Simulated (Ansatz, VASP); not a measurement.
## One calculation of SnTe, two programs

```
Sn Te
1.0
     0.00000    2.60882    2.60882
     2.60882    0.00000    2.60882
     2.60882    2.60882    0.00000
Sn Te
1 1
Direct
  0.00000 0.00000 0.00000
  0.50000 0.50000 0.50000
```

Change from the starting cell: volume scaled by 0.55, PAW files.

Alike in both runs: task single point; functional r2SCAN; k mesh 13 × 13 × 13; occupations fermi-dirac, width 0.08 eV; no spin polarisation.

|  | VASP | Ansatz |
| --- | --- | --- |
| version | VASP 6.6.1 | Ansatz 0.2.0 |
| potentials or method | VASP PAW PBE potentials, release 64 (Sn_d, Te) | PAW with Ansatz's default frozen-core files, scalar-relativistic |
| plane-wave cutoff (eV) | 520 | 500 |
| valence electrons in the cell | 20 | 30 |

|  | VASP | Ansatz | Ansatz less VASP |
| --- | --- | --- | --- |
| pressure (GPa) | 100.2 | 99.5 | -0.67 |

VASP's potentials were made for PBE, not for r2SCAN. Both programs put the cell under a high pressure, so it lies far from rest at this level. VASP's potentials hold 20 valence electrons a cell and Ansatz's 30, so a difference there can come from the potentials and not from the codes.

Spin-orbit coupling is off throughout. Noted on VASP's run: the cell as given lies far from equilibrium.
